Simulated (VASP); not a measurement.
# Cu3Ni2 (P1) in VASP: single point with PBE

Aim: the single point of Cu3Ni2 with PBE.

All numbers are computed with VASP 6.6.1; they aren't measurements. Logs are shortened: lines on timing, memory, paths and dates and some standing lists are left out, and cuts for length are marked.

## Step 1: The cell of the first run

The typed cell holds 10 atoms: a = 2.518 Å, b = 2.518 Å, c = 20.862 Å, α = 90.00°, β = 89.99°, γ = 120.00°.

## Step 2: Single point, PBE

INCAR

```
SYSTEM = Cu3Ni2
ALGO = Fast
EDIFF = 1E-6
ENCUT = 520
GGA = PE
ISIF = 2
ISMEAR = 0
LASPH = .True.
LCHARG = .True.
LELF = .True.
LREAL = .False.
LVHAR = .True.
LWAVE = .False.
NBANDS = 64
NELM = 100
PREC = Accurate
SIGMA = 0.2
```

KPOINTS

```
k-points
0
Gamma
  12 12 1
  0 0 0
```

POSCAR

```
Cu3Ni2
1.0
    2.5180012137     -0.0000066830      0.0001136187
   -1.2590068926      2.1808663464      0.0000744620
    0.0009472572      0.0012694054     20.8622458418
Cu Ni
6 4
Direct
    0.3333736772      0.6670622647      0.9490112622
    0.3331279179      0.6662244705      0.5509865192
    0.3331322396      0.6665196140      0.7499997859
    0.6668732159      0.3337215920      0.0509888635
    0.6668291660      0.3335088730      0.2500019757
    0.6666505538      0.3329510647      0.4490104347
    0.3335755015      0.6670655573      0.1503494372
    0.3334229393      0.6665882114      0.3496515250
    0.6664380288      0.3329208020      0.6503476051
    0.6665767597      0.3334375506      0.8496525915
```

Potentials or basis: VASP PAW PBE potentials, release 64 (Cu, Ni).

Launch:

```bash
cat potpaw_PBE.64/Cu/POTCAR potpaw_PBE.64/Ni/POTCAR > POTCAR
mpirun -np 1 vasp_std > vasp.out
```

OUTCAR:

```text
SYSTEM = Cu3Ni2
   EDIFF = 1E-6
   ENCUT = 520
   GGA = PE
   ISIF = 2
   ISMEAR = 0
   LASPH = .True.
   LREAL = .False.
   NELM = 100
   PREC = Accurate

 ion  position               nearest neighbor table
   1  0.333  0.667  0.949-  10 2.53  10 2.53  10 2.53   4 2.58   4 2.58   4 2.58
   2  0.333  0.666  0.551-   9 2.53   9 2.53   9 2.53   6 2.58   6 2.58   6 2.58
   3  0.333  0.667  0.750-   9 2.54  10 2.54  10 2.54   9 2.54   9 2.54  10 2.54
   4  0.667  0.334  0.051-   7 2.53   7 2.53   7 2.53   1 2.58   1 2.58   1 2.58
   5  0.667  0.334  0.250-   8 2.54   7 2.54   7 2.54   8 2.54   8 2.54   7 2.54
   6  0.667  0.333  0.449-   8 2.53   8 2.53   8 2.53   2 2.58   2 2.58   2 2.58
   7  0.334  0.667  0.150-   4 2.53   4 2.53   4 2.53   5 2.54   5 2.54   5 2.54
   8  0.333  0.667  0.350-   6 2.53   6 2.53   6 2.53   5 2.54   5 2.54   5 2.54
   9  0.666  0.333  0.650-   2 2.53   2 2.53   2 2.53   3 2.54   3 2.54   3 2.54
  10  0.667  0.333  0.850-   1 2.53   1 2.53   1 2.53   3 2.54   3 2.54   3 2.54

  LATTYP: Found a base centered monoclinic cell.
 ALAT       =    42.4039947885
 B/A-ratio  =     0.1028540238
 C/A-ratio  =     0.4955676914
 COS(beta)  =    -0.9982605600

  Lattice vectors:

 A1 = (  -3.7779427920,  -2.1821223858, -20.8625475412)
 A2 = (  -0.0009346857,  -4.3629954152, -20.8625083845)
 A3 = (   1.2599415783,   2.1821290688,  20.8624339225)

Analysis of symmetry for initial positions (statically):
=====================================================================
 Subroutine PRICEL returns:
 Original cell was already a primitive cell.

 Routine SETGRP: Setting up the symmetry group for a
 base centered monoclinic supercell.

 Subroutine GETGRP returns: Found  1 space group operations
 (whereof  1 operations were pure point group operations)
 out of a pool of  4 trial point group operations.

The static configuration has the point symmetry C_1 .

Analysis of symmetry for dynamics (positions and initial velocities):
=====================================================================
 Subroutine PRICEL returns:
 Original cell was already a primitive cell.

 Routine SETGRP: Setting up the symmetry group for a
 base centered monoclinic supercell.

 Subroutine GETGRP returns: Found  1 space group operations
 (whereof  1 operations were pure point group operations)
 out of a pool of  4 trial point group operations.

The dynamic configuration has the point symmetry C_1 .

[... 136 lines left out ...]
   NSW    =      0    number of steps for IOM
   IBRION =     -1    ionic relax: 0-MD 1-quasi-New 2-CG
   NFREE  =      0    steps in history (QN), initial steepest desc. (CG)
   ISIF   =      2    stress and relaxation
   ISYM   =      2    0-nonsym 1-usesym 2-fastsym
   POTIM  = 0.5000    time-step for ionic-motion
   TEBEG  =    0.0;   TEEND  =   0.0 temperature during run
   PSTRESS=    0.0 pullay stress
   NELECT =     106.0000    total number of electrons
   NUPDOWN=      -1.0000    fix difference up-down
   EMIN   =  10.00;   EMAX   =-10.00  energy-range for DOS
   EFERMI =   0.00;   METHOD = LEGACY
   ISMEAR =     0;   SIGMA  =   0.20  broadening in eV -4-tet -1-fermi 0-gaus
   EFERMI_NEDOS =   21; number of points for ismear=-14 and -15
   IALGO  =     68    algorithm
   IMIX   =      4    mixing-type and parameters
     AMIX     =   0.40;   BMIX     =  1.00
     AMIX_MAG =   1.60;   BMIX_MAG =  1.00
  volume/ion in A,a.u.               =      11.46        77.31
  Fermi-wavevector in a.u.,A,eV,Ry     =   1.595248  3.014582 34.624345  2.544818
  Thomas-Fermi vector in A             =   2.693197
   LORBIT       =      0    0 simple, 1 ext, 2 COOP (PROOUT), +10 PAW based schemes
   GGA     = PE    functional components
   LHFCALC =     F    Hartree Fock is set to
   AEXX    =    0.0000 exact exchange contribution
   IVDW    =     0    specifies the selected vdW correction
   LEPSILON=     F    determine dielectric tensor
   LRPA    =     F    only Hartree local field effects (RPA)
 non-spin polarized calculation
 RMM-DIIS sequential band-by-band and
 Gauss-broadening in eV      SIGMA  =   0.20
  energy-cutoff  :      520.00
  volume of cell :      114.56
 maximum number of plane-waves:      3125
   NGX =  9   NGY =  9   NGZ = 77

 number of electron     105.9999978 magnetization

 Free energy of the ion-electron system (eV)
  ---------------------------------------------------
  ext. energy  EPLUGINS =         0.00000000
  ---------------------------------------------------
  free energy    TOTEN  =       -44.13476017 eV

  energy without entropy =      -44.00280337  energy(sigma->0) =      -44.06878177

 E-fermi :   8.0581     XC(G=0): -12.9154

 val. band max:        8.0580452891   @ k =  -0.4167   0.1667   0.0000
 cond. band min:       8.1281869236   @ k =   0.2500  -0.2500  -0.0000
 fundamental gap:      0.0701416345
 Fermi energy:         8.0581068166

 k-point     1 :       0.0000    0.0000    0.0000
  band No.  band energies     occupation
      1      -1.0090      2.00000
      2      -0.7500      2.00000
      3      -0.5202      2.00000
      4       0.2602      2.00000
      5       0.5893      2.00000
      6       1.7276      2.00000
[... 1597 lines left out ...]
     63      14.4487      0.00000
     64      14.7012      0.00000

 [... further k-points ...]
[... 5 lines left out ...]
  --------------------------------------------------------------------------------------
  -------------------------------------------------------------------------------------
  Total        0.2634506      0.2538391      0.1769093      0.0010176     -0.0045263     -0.0033838
  in kB        3.6843795      3.5499624      2.4740921      0.0142317     -0.0633002     -0.0473226
  external PRESSURE =       3.2361447 kB  Pullay stress =       0.0000000 kB

 VOLUME and BASIS-vectors are now :
 -----------------------------------------------------------------------------
  energy-cutoff  :      520.00
  volume of cell :      114.56
      direct lattice vectors                 reciprocal lattice vectors
     2.518001214 -0.000006683  0.000113619     0.397141006  0.229268184 -0.000031983
    -1.259006893  2.180866346  0.000074462     0.000001218  0.458534076 -0.000027900
     0.000947257  0.001269405 20.862245842    -0.000002163 -0.000002885  0.047933478

 POSITION                                       TOTAL-FORCE (eV/Angst)
 -----------------------------------------------------------------------------------
      0.00050      1.45598     19.79859         0.000256     -0.000344     -0.008409
      0.00056      1.45364     11.49490         0.000209      0.000298      0.008856
      0.00039      1.45454     15.64677         0.000169      0.000138     -0.000014
      1.25908      0.72786      1.06384        -0.000182     -0.000068      0.008768
      1.25942      0.72765      5.21570         0.000037     -0.000208     -0.000465
      1.25986      0.72669      9.36747        -0.000360      0.000197     -0.008525
      0.00025      1.45497      3.13671        -0.000002     -0.000254      0.000463
      0.00065      1.45418      7.29460        -0.000008      0.000088     -0.000404
      1.25956      0.72688     13.56781        -0.000133      0.000243      0.000342
      1.25945      0.72826     17.72576         0.000014     -0.000090     -0.000613
 -----------------------------------------------------------------------------------
    total drift:                                0.000000     -0.000001     -0.000045

  FREE ENERGIE OF THE ION-ELECTRON SYSTEM (eV)
  ---------------------------------------------------
  free  energy   TOTEN  =       -44.1347601742 eV

  energy  without entropy=      -44.0028033702  energy(sigma->0) =      -44.06878177
```

OSZICAR:

```text
N       E                     dE             d eps       ncg     rms          rms(c)
DAV:   1     0.964598354973E+03    0.96460E+03   -0.45176E+04  9472   0.278E+03
DAV:   2     0.816427448987E+02   -0.88296E+03   -0.85785E+03  9472   0.523E+02
DAV:   3    -0.490457749457E+02   -0.13069E+03   -0.11941E+03  9576   0.237E+02
[... 13 lines left out ...]
RMM:  17    -0.441347561226E+02    0.55958E-05   -0.49757E-04 12674   0.136E-01    0.653E-02
RMM:  18    -0.441347694224E+02   -0.13300E-04   -0.19282E-04 11386   0.107E-01    0.452E-02
RMM:  19    -0.441347585914E+02    0.10831E-04   -0.92504E-05 11483   0.719E-02    0.263E-02
RMM:  20    -0.441347596690E+02   -0.10776E-05   -0.60901E-05 13794   0.303E-02    0.600E-03
RMM:  21    -0.441347601742E+02   -0.50524E-06   -0.58682E-06  8461   0.130E-02
   1 F= -.44134760E+02 E0= -.44068782E+02  d E =-.131957E+00
```

stdout:

```text
POSCAR found type information on POSCAR CuNi
 POSCAR found :  2 types and      10 ions
 scaLAPACK will be used
 LDA part: xc-table for (Slater+PW92), standard interpolation
 -----------------------------------------------------------------------------
|                                                                             |
|           W    W    AA    RRRRR   N    N  II  N    N   GGGG   !!!           |
|           W    W   A  A   R    R  NN   N  II  NN   N  G    G  !!!           |
|           W    W  A    A  R    R  N N  N  II  N N  N  G       !!!           |
|           W WW W  AAAAAA  RRRRR   N  N N  II  N  N N  G  GGG   !            |
|           WW  WW  A    A  R   R   N   NN  II  N   NN  G    G                |
|           W    W  A    A  R    R  N    N  II  N    N   GGGG   !!!           |
|                                                                             |
|     Your reciprocal lattice and k-lattice belong to different lattice       |
|     classes:                                                                |
|                                                                             |
|        The reciprocal lattice is base-centered monoclinic,                  |
|        whereas your k-lattice is triclinic.                                 |
|                                                                             |
|     Results are often still useful ...                                      |
|                                                                             |
 -----------------------------------------------------------------------------

 POSCAR, INCAR and KPOINTS ok, starting setup
 FFT: planning ... GRIDC
 FFT: planning ... GRID_SOFT
 FFT: planning ... GRID
 WAVECAR not read
 entering main loop
```

It took 7.5 min on 1 thread of Intel Xeon 6975P-C (Granite Rapids), shared host; peak memory 0.52 GiB.

Results:

```yaml
Free_energy: -44.1348 eV
Pressure: 0.3 GPa
Largest_force: 0.009 eV/Å
Band_gap_on_the_k_mesh: zero (band 53 reaches 12.26 eV, above the bottom of band 54 at 7.61 eV)
```

Forces on the atoms (eV/Å):
```
Cu   0.000  0.000 -0.008
Cu   0.000  0.000  0.009
Cu   0.000  0.000  0.000
Cu   0.000  0.000  0.009
Cu   0.000  0.000  0.000
Cu   0.000  0.000 -0.009
Ni   0.000  0.000  0.000
Ni   0.000  0.000  0.000
Ni   0.000  0.000  0.000
Ni   0.000  0.000 -0.001
```

Levels at points of the mesh, in eV from the Fermi level:
| k point | band 50 | band 51 | band 52 | band 53 | band 54 | band 55 |
| --- | --- | --- | --- | --- | --- | --- |
| (0.00, 0.00, 0.00) | -1.27 | -1.27 | -0.68 | -0.36 | -0.36 | -0.36 |
| (0.50, 0.00, 0.00) | 0.09 | 0.49 | 0.49 | 0.67 | 0.73 | 0.81 |
| (0.50, 0.50, 0.00) | 0.09 | 0.49 | 0.49 | 0.67 | 0.73 | 0.81 |
| (0.00, 0.50, 0.00) | 0.09 | 0.48 | 0.49 | 0.67 | 0.73 | 0.81 |
